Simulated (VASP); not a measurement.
Write the native input for VASP 6.6.1 that does the following.

```
Task                   : single point
Functional             : PBE
Potentials or basis    : VASP PAW PBE potentials, release 64 (Zr_sv, Zn, N)
Cutoff                 : 520 eV
k mesh                 : 6 × 6 × 4
Occupations            : gaussian, width 0.1 eV
Spin                   : no spin polarisation
Dipole correction      : no
Further INCAR settings : ALGO = Normal; EDIFF = 1e-06; NBANDS = 42
```

The structure of ZrZn4N lies in POSCAR:

```
ZrZn4N
1.0
    4.9385266400      0.0000000000      0.0000000000
   -2.4692633200      4.2768895300      0.0000000000
    0.0000000000      0.0000000000      4.0478714200
Zr Zn N
1 4 1
Direct
    0.0000000000      0.0000000000      0.0000000000
    0.6666666700      0.3333333300      0.0000000000
    0.9995070100      0.4997535000      0.5000000000
    0.5002465000      0.4997535000      0.5000000000
    0.5002465000      0.0004929900      0.5000000000
    0.3333333300      0.6666666700      0.0000000000
```

The cell was generated, and may not be a known phase.

The input as run:

INCAR

```
SYSTEM = ZrZn4N
PREC     = Accurate       ! precision mode
ENCUT    = 520            ! plane-wave cutoff, eV
EDIFF    = 1E-6           ! SCF threshold, eV
ISMEAR   = 0              ! smearing method
SIGMA    = 0.1            ! smearing width, eV
LREAL    = .FALSE.        ! projectors in reciprocal space
LASPH    = .TRUE.         ! aspherical terms in the spheres
NELM     = 80             ! most SCF steps
ALGO     = Normal         ! electronic algorithm
ISIF     = 2              ! what is computed and relaxed
LWAVE    = .FALSE.        ! write WAVECAR
LCHARG   = .TRUE.         ! write CHGCAR
GGA      = PE             ! functional
LELF     = .TRUE.         ! ELF
LVHAR    = .TRUE.       
NBANDS   = 42             ! bands
```

KPOINTS

```
Automatic mesh
0
G
  6 6 4
  0 0 0
```

Potentials or basis: VASP PAW PBE potentials, release 64 (Zr_sv, Zn, N).

Launch:

```bash
$ cat potpaw_PBE.64/Zr_sv/POTCAR potpaw_PBE.64/Zn/POTCAR potpaw_PBE.64/N/POTCAR > POTCAR
$ mpirun -np 1 vasp_std > vasp.out
```

Results of the run:

The pressure is 3.8 GPa and the largest force is 0.683 eV/Å. The band gap on the k mesh is zero (an odd number of electrons rules out a gap without spin polarisation).

Caveat: the k points lie up to 0.39 Å⁻¹ apart, too coarse for converged energies and pressures of a metal.

It took 52 s on 1 thread of Intel(R) Xeon(R) Platinum 8488C (Sapphire Rapids), on a shared host, peak memory 0.24 GiB.
